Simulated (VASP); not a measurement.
A run of VASP 6.6.1 is set up as follows.

Contents of INCAR:

```
PREC     = Accurate       # precision mode
ENCUT    = 520            # plane-wave cutoff, eV
EDIFF    = 1E-6           # SCF threshold, eV
ISMEAR   = 0              # smearing method
SIGMA    = 0.05           # smearing width, eV
LREAL    = Auto         
LASPH    = T              # aspherical terms in the spheres
NELM     = 80             # most SCF steps
ALGO     = Normal         # electronic algorithm
ISIF     = 2              # what is computed and relaxed
LWAVE    = F              # write WAVECAR
LCHARG   = F              # write CHGCAR
GGA      = PE             # functional
NBANDS   = 46             # bands
```

File KPOINTS:

```
Automatic mesh
0
Gamma
  4 8 3
```

POSCAR

```
AlN
1.0
   -1.5651197814     -2.7108669814      5.0179796556
    1.5651197814     -2.7108669814      0.0000000000
    6.5735030821      0.5421733963      9.0323633801
Al N
8 8
Direct
    0.5894707946      0.9991356412      0.0981155127
    0.2394707946      0.4991356413      0.8481155127
    0.1394707946      0.4991356412      0.3481155127
   -0.3105292054      0.9991356413      0.5981155127
    0.7144707946      0.2491356413      0.3064488460
    0.1644707946      0.7491356413      0.0564488460
    0.2644707946      0.7491356413      0.5564488460
   -0.1855292054      0.2491356413      0.8064488460
    0.7993192054      0.8083643587      0.1935011540
   -0.5506807946      0.3083643587      0.9435011540
    0.3493192054      0.3083643587      0.4435011540
   -0.1006807946      0.8083643587      0.6935011540
   -0.0756807946      0.0583643588      0.4018344873
    0.3743192054      0.5583643588      0.1518344873
    0.4743192054      0.5583643587      0.6518344873
    0.0243192054      0.0583643587      0.9018344873
```

Potentials or basis: VASP PAW PBE potentials, release 64 (Al, N).

Command:

```bash
$ cat potpaw_PBE.64/Al/POTCAR potpaw_PBE.64/N/POTCAR > POTCAR
$ mpirun -np 1 vasp_std > vasp.out
```

Task: Predict the band gap on the k mesh.

Result: 2.27 eV.

Task: Estimate the largest force.

Result: 2.848 eV/Å.

Stress tensor (GPa, compression positive):
```
 2.08 -3.90 10.86
-3.90 -0.48  2.47
10.86  2.47 -3.57
```

Caveat: the cell differs from its parent crystal (the part above a cut slid along it); the stress differs along the axes, from -4 to 2 GPa; forces of over 1 eV/Å act on the atoms, so gaps and moduli don't describe the material at rest. A k mesh can miss the band edges.
